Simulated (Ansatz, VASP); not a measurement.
# Cd4S: VASP beside Ansatz

File INCAR:

```
SYSTEM = Cd4S
PREC     = Accurate       ! precision mode
ENCUT    = 600            ! plane-wave cutoff, eV
EDIFF    = 1E-6           ! SCF threshold, eV
ISMEAR   = 0              ! smearing method
SIGMA    = 0.1            ! smearing width, eV
LREAL    = .FALSE.        ! projectors in reciprocal space
LASPH    = .TRUE.         ! aspherical terms in the spheres
NELM     = 60             ! most SCF steps
ALGO     = Normal         ! electronic algorithm
ISIF     = 3              ! what is computed and relaxed
LWAVE    = .FALSE.        ! write WAVECAR
LCHARG   = .FALSE.        ! write CHGCAR
GGA      = PE             ! functional
IBRION   = 2              ! ionic algorithm
NSW      = 100            ! ionic steps
EDIFFG   = -0.01          ! ionic threshold
```

The input KPOINTS:

```
regular mesh
0
G
  8 8 8
  0 0 0
```

POSCAR

```
Cd4S
1.0
   -3.2110283926      3.2110283926      3.2110283926
    3.2110283926     -3.2110283926      3.2110283926
    3.2110283926      3.2110283926     -3.2110283926
Cd S
4 1
Direct
    0.5000000000      0.5000000000      0.5000000000
    0.5000000000      0.0000000000      0.0000000000
    0.0000000000      0.0000000000      0.5000000000
    0.0000000000      0.5000000000      0.0000000000
    0.0000000000      0.0000000000      0.0000000000
```

Input for Ansatz:

```yaml
crystal:
  lattice:
    - [-3.2110283926, 3.2110283926, 3.2110283926]
    - [3.2110283926, -3.2110283926, 3.2110283926]
    - [3.2110283926, 3.2110283926, -3.2110283926]
  atoms:
    - { symbol: Cd, position: [0.5, 0.5, 0.5] }
    - { symbol: Cd, position: [0.5, 0.0, 0.0] }
    - { symbol: Cd, position: [0.0, 0.0, 0.5] }
    - { symbol: Cd, position: [0.0, 0.5, 0.0] }
    - { symbol: S, position: [0.0, 0.0, 0.0] }
basis:
  ecutwfc: 420
kpoints:
  mp_grid: { grid: [8, 8, 8] }
hamiltonian:
  xc: pbe
scf:
  occupations: { method: gaussian, width: 0.1 }
output:
  forces: true
  stress: true
  eigenvalues: true
relax:
  adjacent_minimum: "off"
  f_tol: 0.01
  max_steps: 80
  cell: { stress_tol: 0.05 }
```

Change from the starting cell: species swapped into the Hg4Pt type (Im-3m, No. 229).

Alike in both runs: task relaxation of cell and atoms; functional PBE; k mesh 8 × 8 × 8; occupations gaussian, width 0.1 eV; no spin polarisation.

|  | VASP | Ansatz |
| --- | --- | --- |
| version | VASP 6.6.1 | Ansatz 0.2.0 |
| potentials or method | VASP PAW PBE potentials, release 64 (Cd, S), cutoff 600 eV | scalar-relativistic, plane waves, PAW |
| valence electrons in the cell | 54 | 86 |

Ansatz gave:

| Item | Value |
| --- | --- |
| gap on the k mesh at the Fermi level, each at its own relaxed structure (eV) | none |
| relaxed volume (Å³/atom) | 26.54 |
| relaxed cell length with the largest relative difference (Å) | 5.565 |

Problem. Which values does VASP return?

Solution. gap on the k mesh at the Fermi level, each at its own relaxed structure (eV): none; relaxed volume (Å³/atom): 26.70; relaxed cell length with the largest relative difference (Å): 5.577.

A gap of «none» marks a metal or a gap that the smearing closes. VASP's potentials hold 54 valence electrons a cell and Ansatz's 86, so a difference there can come from the potentials and not from the codes.
